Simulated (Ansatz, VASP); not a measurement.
# Two plane-wave programs on Bi

The input POSCAR:

```
Bi
1.0
    2.2673427630      1.3090509546      3.8817323445
   -2.2673427630      1.3090509546      3.8817323445
    0.0000000000     -2.6181019092      3.8817323445
Bi
2
Direct
    0.2371283427      0.2371283427      0.2371283427
    0.7628716573      0.7628716573      0.7628716573
```

The input INCAR.step1:

```
PREC = Accurate
ENCUT = 520
ISMEAR = 0
SIGMA = 0.1
LREAL = F
LASPH = T
NELM = 60
NBANDS = 22
GGA = PE
ALGO = Normal
EDIFF = 1E-4
LWAVE = T
LCHARG = F
```

The input INCAR.step2:

```
PREC = Accurate
ENCUT = 520
EDIFF = 1E-6
ISMEAR = 0
SIGMA = 0.1
LREAL = F
LASPH = T
NELM = 60
ALGO = Normal
ISIF = 2
LWAVE = F
LCHARG = T
METAGGA = R2SCAN
LMIXTAU = T
LELF = T
LVHAR = T
NBANDS = 22
ISTART = 1
```

KPOINTS

```
Automatic mesh
0
Gamma
  12 12 12
```

Input for Ansatz:

```yaml
crystal:
  lattice:
    - [2.267342763, 1.3090509546, 3.8817323445]
    - [-2.267342763, 1.3090509546, 3.8817323445]
    - [0.0, -2.6181019092, 3.8817323445]
  atoms:
    - { symbol: Bi, position: [0.2371283427, 0.2371283427, 0.2371283427] }
    - { symbol: Bi, position: [0.7628716573, 0.7628716573, 0.7628716573] }
basis:
  ecutwfc: 500
kpoints:
  mp_grid: { grid: [12, 12, 12] }
  band_path:
    path:
      - [0.0, 0.0, 0.0]
      - [0.5, 0.5, 0.5]
      - [0.7575156218, 0.2424843782, 0.5]
      - [0.5, -0.2424843782, 0.2424843782]
      - [0.5, 0.0, 0.0]
      - [0.3712421891, -0.3712421891, 0.0]
      - [0.6287578109, 0.0, 0.3712421891]
      - [0.5, 0.0, 0.5]
      - [0.08333333, 0.16666667, 0.25]
      - [0.0, 0.0, -0.5]
    npoints: 1
hamiltonian:
  xc: r2scan
scf:
  occupations: { method: gaussian, width: 0.1 }
  n_extra_bands: 4
output:
  forces: true
  stress: true
  eigenvalues: true
```

Alike in both runs: task single point; functional r2SCAN; k mesh 12 × 12 × 12; occupations gaussian, width 0.1 eV; no spin polarisation.

```csv
,VASP,Ansatz
version,VASP 6.6.1,Ansatz 0.2.0
potentials or method,"VASP PAW PBE potentials, release 64 (Bi_d), cutoff 520 eV","scalar-relativistic, plane waves, PAW"
valence electrons in the cell,30,30
```

Ansatz gave:

| Quantity | Value |
| --- | --- |
| gap on the k mesh at the Fermi level (eV) | none |
| pressure (GPa) | 1.3 |
| traceless stress, the component that is largest in VASP (GPa) | 0.25 |
| rms of the force components (eV/Å) | 0.105 |

Task: Estimate VASP's values.

Result: gap on the k mesh at the Fermi level (eV): none; pressure (GPa): 1.2; traceless stress, the component that is largest in VASP (GPa): 0.26; rms of the force components (eV/Å): 0.102.

VASP's potentials were made for PBE, not for r2SCAN. Atom by atom the forces differ by 0.003 eV/Å (rms over components). A gap of «none» marks a metal or a gap that the smearing closes.

Neither program's run includes spin-orbit coupling.
